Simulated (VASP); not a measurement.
A run of VASP 6.6.1 is set up as follows.

INCAR

```
PREC = Accurate
ENCUT = 520
EDIFF = 1E-6
ISMEAR = 0
SIGMA = 0.1
LREAL = F
LASPH = T
NELM = 60
ALGO = Normal
ISIF = 2
LWAVE = F
LCHARG = F
GGA = PE
NBANDS = 24
```

Contents of KPOINTS:

```
regular mesh
0
Gamma
  6 6 4
```

Contents of POSCAR:

```
TiC
1.0
    4.4104745227     -0.0000000032      0.0000000000
   -2.2052372585      3.8195829810      0.0000000000
    0.0000000000      0.0000000000      4.1831504511
Ti C
2 2
Direct
    0.3333333333      0.6666666667      0.0000000000
    0.6666666667      0.3333333333      0.0000000000
    0.3333333333      0.6666666667      0.5000000000
    0.6666666667      0.3333333333      0.5000000000
```

Potentials or basis: VASP PAW PBE potentials, release 64 (Ti_sv, C).

Launch:

```bash
$ cat potpaw_PBE.64/Ti_sv/POTCAR potpaw_PBE.64/C/POTCAR > POTCAR
$ mpirun -np 1 vasp_std > vasp.out
```

Question: Predict the band gap on the k mesh.

Answer: Zero (band 16 reaches 4.22 eV, above the bottom of band 17 at 3.62 eV).

Question: Estimate the pressure.

Answer: 0.0 GPa.

Caveat: the k points lie up to 0.38 Å⁻¹ apart.
